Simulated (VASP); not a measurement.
# BeS (F-43m) in VASP: further runs

Runs on BeS. Level: r2SCAN. Tasks: single point.

Everything below comes from runs of VASP 6.6.1. Logs are shortened: lines on timing, memory, paths and dates and some standing lists are left out, and cuts for length are marked.

## 1. The cell of the first run

It takes space group F-43m (No. 216, cubic). The conventional cell has a = 4.836 Å, b = 4.836 Å, c = 4.836 Å, α = 90.00°, β = 90.00°, γ = 90.00°. Be (site symmetry -43m) has 4 S at 2.09 Å within 2.8 Å. Within 2.8 Å of S (site symmetry -43m) lie 4 Be at 2.09 Å.

## 2. Single point, r2SCAN

Input file POSCAR:

```
BeS
1.0
    0.0000000000      2.4177684700      2.4177684700
    2.4177684700      0.0000000000      2.4177684700
    2.4177684700      2.4177684700      0.0000000000
Be S
1 1
Direct
    0.0000000000      0.0000000000      0.0000000000
    0.2500000000      0.2500000000      0.2500000000
```

Input file INCAR.step1:

```
SYSTEM = BeS
  PREC = Accurate
  ENCUT = 520
  ISMEAR = -1
  SIGMA = 0.02
  LREAL = .FALSE.
  LASPH = .TRUE.
  NELM = 100
  NBANDS = 11
  GGA = PE
  ALGO = Normal
  EDIFF = 1E-4
  LWAVE = .TRUE.
  LCHARG = .FALSE.
```

Input file INCAR.step2:

```
SYSTEM = BeS
  PREC = Accurate
  ENCUT = 520
  EDIFF = 1E-6
  ISMEAR = -1
  SIGMA = 0.02
  LREAL = .FALSE.
  LASPH = .TRUE.
  NELM = 100
  ALGO = Normal
  ISIF = 2
  LWAVE = .FALSE.
  LCHARG = .FALSE.
  METAGGA = R2SCAN
  LMIXTAU = .TRUE.
  NBANDS = 11
  ISTART = 1
```

Input file KPOINTS:

```
regular mesh
0
G
  10 10 10
  0 0 0
```

Potentials or basis: VASP PAW PBE potentials, release 64 (Be, S).

The run is started by

```sh
cat potpaw_PBE.64/Be/POTCAR potpaw_PBE.64/S/POTCAR > POTCAR
cp INCAR.step1 INCAR
mpirun -np 1 vasp_std > vasp.out
cp INCAR.step2 INCAR
mpirun -np 1 vasp_std > vasp.out
```

OUTCAR:

```text
SYSTEM = BeS
   PREC = Accurate
   ENCUT = 520
   EDIFF = 1E-6
   ISMEAR = -1
   LREAL = .FALSE.
   LASPH = .TRUE.
   NELM = 100
   ISIF = 2
   METAGGA = R2SCAN
   ISTART = 1

 ion  position               nearest neighbor table
   1  0.000  0.000  0.000-   2 2.09   2 2.09   2 2.09   2 2.09
   2  0.250  0.250  0.250-   1 2.09   1 2.09   1 2.09   1 2.09

  LATTYP: Found a face centered cubic cell.
 ALAT       =     4.8355369400

  Lattice vectors:

 A1 = (   0.0000000000,   2.4177684700,   2.4177684700)
 A2 = (   2.4177684700,   0.0000000000,   2.4177684700)
 A3 = (   2.4177684700,   2.4177684700,   0.0000000000)

Analysis of symmetry for initial positions (statically):
=====================================================================
 Subroutine PRICEL returns:
 Original cell was already a primitive cell.

 Routine SETGRP: Setting up the symmetry group for a
 face centered cubic supercell.

 Subroutine GETGRP returns: Found 24 space group operations
 (whereof 24 operations were pure point group operations)
 out of a pool of 48 trial point group operations.

The static configuration has the point symmetry T_d .

Analysis of symmetry for dynamics (positions and initial velocities):
=====================================================================
 Subroutine PRICEL returns:
 Original cell was already a primitive cell.

 Routine SETGRP: Setting up the symmetry group for a
 face centered cubic supercell.

 Subroutine GETGRP returns: Found 24 space group operations
 (whereof 24 operations were pure point group operations)
 out of a pool of 48 trial point group operations.

The dynamic configuration has the point symmetry T_d .

 Subroutine INISYM returns: Found 24 space group operations
 (whereof 24 operations are pure point group operations),
 and found     1 'primitive' translations

----------------------------------------------------------------------------------------

                                     Primitive cell

  volume of cell :      28.2666

  direct lattice vectors                    reciprocal lattice vectors
     0.000000000  2.417768470  2.417768470    -0.206802267  0.206802267  0.206802267
     2.417768470  0.000000000  2.417768470     0.206802267 -0.206802267  0.206802267
     2.417768470  2.417768470  0.000000000     0.206802267  0.206802267 -0.206802267

  length of vectors
     3.419240961  3.419240961  3.419240961     0.358192033  0.358192033  0.358192033

  position of ions in fractional coordinates (direct lattice)
     0.000000000  0.000000000  0.000000000
     0.250000000  0.250000000  0.250000000

  ion indices of the primitive-cell ions
   primitive index   ion index
                 1           1
                 2           2

----------------------------------------------------------------------------------------

 KPOINTS: regular mesh

Automatic generation of k-mesh.
 Grid dimensions read from file:
 generate k-points for:   10   10   10

 Generating k-lattice:

  Cartesian coordinates                     Fractional coordinates (reciprocal lattice)
    -0.020680227  0.020680227  0.020680227     0.100000000  0.000000000  0.000000000
     0.020680227 -0.020680227  0.020680227     0.000000000  0.100000000  0.000000000
     0.020680227  0.020680227 -0.020680227     0.000000000  0.000000000  0.100000000

  Length of vectors
     0.035819203  0.035819203  0.035819203

  Shift w.r.t. Gamma in fractional coordinates (k-lattice)
     0.000000000  0.000000000  0.000000000

 Subroutine IBZKPT returns following result:
 ===========================================

 Found     47 irreducible k-points:

 Following reciprocal coordinates:
            Coordinates               Weight
  0.000000  0.000000  0.000000      1.000000
  0.100000  0.000000  0.000000      8.000000
  0.200000  0.000000  0.000000      8.000000
  0.300000  0.000000  0.000000      8.000000
  0.400000  0.000000  0.000000      8.000000
  0.500000  0.000000  0.000000      4.000000
[... 16 lines left out ...]
  0.300000  0.300000  0.000000      6.000000
  0.400000  0.300000  0.000000     24.000000
 [... further k-points ...]
   k-points           NKPTS =     47   k-points in BZ     NKDIM =     47   number of bands    NBANDS=     11
   number of dos      NEDOS =    301   number of ions     NIONS =      2
   total plane-waves  NPLWV =  21952
   dimension x,y,z NGX =    28 NGY =   28 NGZ =   28
   dimension x,y,z NGXF=    56 NGYF=   56 NGZF=   56
   ions per type =               1   1
   NGX,Y,Z   is equivalent  to a cutoff of  13.61, 13.61, 13.61 a.u.
   NGXF,Y,Z  is equivalent  to a cutoff of  27.23, 27.23, 27.23 a.u.
 SYSTEM =  BeS
   PREC   = accura    normal or accurate (medium, high low for compatibility)
   ISTART =      1    job   : 0-new  1-cont  2-samecut
   ICHARG =      0    charge: 1-file 2-atom 10-const
   ISPIN  =      1    spin polarized calculation?
   LNONCOLLINEAR =      F non collinear calculations
   LSORBIT =      F    spin-orbit coupling
   LASPH  =      T    aspherical Exc in radial PAW
   ENCUT  =  520.0 eV  38.22 Ry    6.18 a.u.   6.36  6.36  6.36*2*pi/ulx,y,z
   NELM   =    100;   NELMIN=  2; NELMDL=  0     # of ELM steps
   EDIFF  = 0.1E-05   stopping-criterion for ELM
   LREAL  =      F    real-space projection
   EDIFFG = 0.1E-04   stopping-criterion for IOM
   NSW    =      0    number of steps for IOM
   IBRION =     -1    ionic relax: 0-MD 1-quasi-New 2-CG
   NFREE  =      0    steps in history (QN), initial steepest desc. (CG)
   ISIF   =      2    stress and relaxation
   ISYM   =      2    0-nonsym 1-usesym 2-fastsym
   POTIM  = 0.5000    time-step for ionic-motion
   TEBEG  =    0.0;   TEEND  =   0.0 temperature during run
   PSTRESS=    0.0 pullay stress
   NELECT =       8.0000    total number of electrons
   NUPDOWN=      -1.0000    fix difference up-down
   EMIN   =  10.00;   EMAX   =-10.00  energy-range for DOS
   EFERMI =   0.00;   METHOD = LEGACY
   ISMEAR =    -1;   SIGMA  =   0.02  broadening in eV -4-tet -1-fermi 0-gaus
   EFERMI_NEDOS =   21; number of points for ismear=-14 and -15
   IALGO  =     38    algorithm
   IMIX   =      4    mixing-type and parameters
     AMIX     =   0.40;   BMIX     =  1.00
     AMIX_MAG =   1.60;   BMIX_MAG =  1.00
  volume/ion in A,a.u.               =      14.13        95.38
  Fermi-wavevector in a.u.,A,eV,Ry     =   1.074847  2.031167 15.718767  1.155297
  Thomas-Fermi vector in A             =   2.210687
   LORBIT       =      0    0 simple, 1 ext, 2 COOP (PROOUT), +10 PAW based schemes
   METAGGA = R2SCAN    functional components
   LHFCALC =     F    Hartree Fock is set to
   AEXX    =    0.0000 exact exchange contribution
   IVDW    =     0    specifies the selected vdW correction
   LEPSILON=     F    determine dielectric tensor
   LRPA    =     F    only Hartree local field effects (RPA)
 non-spin polarized calculation
  energy-cutoff  :      520.00
  volume of cell :       28.27
 maximum number of plane-waves:       778
 NGX is ok and might be reduce to    28
   NGX = 13   NGY = 13   NGZ = 13

 number of electron       8.0000000 magnetization

 Free energy of the ion-electron system (eV)
  ---------------------------------------------------
  ext. energy  EPLUGINS =         0.00000000
  ---------------------------------------------------
  free energy    TOTEN  =       -14.78180323 eV

  energy without entropy =      -14.78180323  energy(sigma->0) =      -14.78180323

 E-fermi :   4.5239     XC(G=0): -10.2224

 val. band max:        4.0613968754   @ k =   0.0000   0.0000   0.0000
 cond. band min:       7.6139626206   @ k =   0.5000   0.5000   0.0000
 fundamental gap:      3.5525657451
 Fermi energy:         4.5238906946

 k-point     1 :       0.0000    0.0000    0.0000
  band No.  band energies     occupation
      1     -10.2985      2.00000
      2       4.0614      2.00000
      3       4.0614      2.00000
      4       4.0614      2.00000
      5      10.3131      0.00000
      6      10.3131      0.00000
      7      10.3131      0.00000
      8      10.8311      0.00000
      9      17.5020      0.00000
     10      17.5020      0.00000
     11      20.0447      0.00000

 k-point     2 :       0.1000    0.0000    0.0000
  band No.  band energies     occupation
      1     -10.1776      2.00000
      2       3.2262      2.00000
      3       3.9254      2.00000
      4       3.9254      2.00000
      5      10.3371      0.00000
      6      10.5660      0.00000
      7      10.5660      0.00000
      8      11.6562      0.00000
      9      16.9973      0.00000
     10      16.9973      0.00000
     11      19.9480      0.00000

 k-point     3 :       0.2000    0.0000    0.0000
  band No.  band energies     occupation
      1      -9.8329      2.00000
      2       1.5318      2.00000
      3       3.6141      2.00000
      4       3.6141      2.00000
      5      10.3087      0.00000
      6      11.0723      0.00000
      7      11.0723      0.00000
      8      13.3747      0.00000
      9      16.5039      0.00000
     10      16.5039      0.00000
     11      19.5489      0.00000

 k-point     4 :       0.3000    0.0000    0.0000
  band No.  band energies     occupation
      1      -9.3298      2.00000
      2      -0.1735      2.00000
      3       3.2930      2.00000
      4       3.2930      2.00000
      5      10.2585      0.00000
      6      11.3255      0.00000
      7      11.3255      0.00000
      8      14.9864      0.00000
      9      17.0028      0.00000
     10      17.0028      0.00000
     11      19.3215      0.00000
[... 239 lines left out ...]
 k-point    22 :      -0.2000    0.2000    0.0000
  band No.  band energies     occupation
      1      -9.1594      2.00000
      2       0.1859      2.00000
      3       1.6369      2.00000
      4       3.3535      2.00000
      5      11.0023      0.00000
      6      11.7993      0.00000
      7      12.1495      0.00000
      8      13.5983      0.00000
      9      15.2709      0.00000
     10      19.6522      0.00000
     11      20.6500      0.00000

 k-point    23 :       0.3000    0.3000    0.0000
  band No.  band energies     occupation
      1      -9.0057      2.00000
      2       0.5154      2.00000
      3       2.0217      2.00000
      4       2.0217      2.00000
      5       8.6602      0.00000
      6      10.5462      0.00000
      7      14.5823      0.00000
      8      14.5823      0.00000
      9      17.3864      0.00000
     10      19.4336      0.00000
     11      22.8218      0.00000

 k-point    24 :       0.4000    0.3000    0.0000
  band No.  band energies     occupation
      1      -8.6087      2.00000
      2      -0.2609      2.00000
      3       1.5218      2.00000
      4       1.7885      2.00000
      5       8.6215      0.00000
      6      10.4151      0.00000
      7      15.1058      0.00000
      8      15.2017      0.00000
      9      19.0232      0.00000
     10      20.2142      0.00000
     11      22.1444      0.00000

 [... further k-points ...]
[... 5 lines left out ...]
  --------------------------------------------------------------------------------------
  -------------------------------------------------------------------------------------
  Total        0.4156634      0.4156634      0.4156634     -0.0000000     -0.0000000      0.0000000
  in kB       23.5601609     23.5601609     23.5601609     -0.0000000     -0.0000000      0.0000000
  external PRESSURE =      23.5601609 kB  Pullay stress =       0.0000000 kB

 VOLUME and BASIS-vectors are now :
 -----------------------------------------------------------------------------
  energy-cutoff  :      520.00
  volume of cell :       28.27
      direct lattice vectors                 reciprocal lattice vectors
     0.000000000  2.417768470  2.417768470    -0.206802267  0.206802267  0.206802267
     2.417768470  0.000000000  2.417768470     0.206802267 -0.206802267  0.206802267
     2.417768470  2.417768470  0.000000000     0.206802267  0.206802267 -0.206802267

 POSITION                                       TOTAL-FORCE (eV/Angst)
 -----------------------------------------------------------------------------------
      0.00000      0.00000      0.00000         0.000000      0.000000      0.000000
      1.20888      1.20888      1.20888        -0.000000     -0.000000     -0.000000
 -----------------------------------------------------------------------------------
    total drift:                                0.000000      0.000000      0.000000

  FREE ENERGIE OF THE ION-ELECTRON SYSTEM (eV)
  ---------------------------------------------------
  free  energy   TOTEN  =       -14.7818032256 eV

  energy  without entropy=      -14.7818032256  energy(sigma->0) =      -14.78180323
```

It took 56 s on 1 thread of Intel Xeon Platinum 8259CL at 2.50GHz (Skylake/Cascade Lake), shared host; peak memory 0.16 GiB.

What came out:

* Free energy: -14.7818 eV
* Pressure: 2.4 GPa
* Band gap on the k mesh: 3.55 eV, indirect (least direct gap 6.25 eV)

Caveat: the PAW data sets were made with another functional, which shifts forces and pressure a little.

## 3. Single point, r2SCAN

This run uses another cell than the first one, of 14.42 Å³/atom, 1.020 times its volume.

Input file POSCAR:

```
BeS
1.0
    0.0000000000      2.4341052350      2.4341052350
    2.4341052350      0.0000000000      2.4341052350
    2.4341052350      2.4341052350      0.0000000000
Be S
1 1
Direct
    0.0000000000      0.0000000000      0.0000000000
    0.2500000000      0.2500000000      0.2500000000
```

Input file INCAR.step1:

```
ALGO     = Normal         # electronic algorithm
EDIFF    = 1E-4           # SCF threshold, eV
ENCUT    = 520            # plane-wave cutoff, eV
GGA      = PE             # functional
ISMEAR   = -1             # smearing method
LASPH    = T              # aspherical terms in the spheres
LCHARG   = F              # write CHGCAR
LREAL    = F              # projectors in reciprocal space
LWAVE    = T              # write WAVECAR
NBANDS   = 11             # bands
NELM     = 60             # most SCF steps
PREC     = Accurate       # precision mode
SIGMA    = 0.02           # smearing width, eV
```

Input file INCAR.step2:

```
ALGO     = Normal         # electronic algorithm
EDIFF    = 1E-7           # SCF threshold, eV
ENCUT    = 520            # plane-wave cutoff, eV
ISIF     = 2              # what is computed and relaxed
ISMEAR   = -1             # smearing method
ISTART   = 1            
LASPH    = T              # aspherical terms in the spheres
LCHARG   = F              # write CHGCAR
LMIXTAU  = T            
LREAL    = F              # projectors in reciprocal space
LWAVE    = F              # write WAVECAR
METAGGA  = R2SCAN         # meta-GGA
NBANDS   = 11             # bands
NELM     = 60             # most SCF steps
PREC     = Accurate       # precision mode
SIGMA    = 0.02           # smearing width, eV
```

Input file KPOINTS:

```
k-points
0
Gamma
  10 10 10
```

Potentials or basis: VASP PAW PBE potentials, release 64 (Be, S).

The run is started by

```sh
cat potpaw_PBE.64/Be/POTCAR potpaw_PBE.64/S/POTCAR > POTCAR
cp INCAR.step1 INCAR
mpirun -np 1 vasp_std > vasp.out
cp INCAR.step2 INCAR
mpirun -np 1 vasp_std > vasp.out
```

Wall time 75 s (1 thread of Intel Xeon Platinum 8259CL at 2.50GHz (Skylake/Cascade Lake), shared host); peak memory 0.16 GiB.

It converged, with:

```yaml
Free_energy: -14.7867 eV
Pressure: 0.3 GPa
Band_gap_on_the_k_mesh: 3.60 eV, indirect (least direct gap 6.26 eV)
```

Levels at points of the mesh, in eV from the valence-band top:
| k point | band 1 | band 2 | band 3 | band 4 | band 5 | band 6 | band 7 | band 8 | band 9 |
| --- | --- | --- | --- | --- | --- | --- | --- | --- | --- |
| (0.00, 0.00, 0.00) | -14.22 | 0.00 | 0.00 | 0.00 | 6.26 | 6.26 | 6.26 | 6.59 | 13.40 |
| (0.50, 0.00, 0.00) | -12.57 | -5.88 | -1.04 | -1.04 | 6.06 | 7.14 | 7.14 | 12.01 | 15.68 |
| (0.50, 0.50, 0.00) | -12.01 | -5.13 | -2.67 | -2.67 | 3.60 | 5.39 | 13.77 | 13.77 | 16.62 |

Caveat: the PAW data sets were made with another functional, which shifts forces and pressure a little.
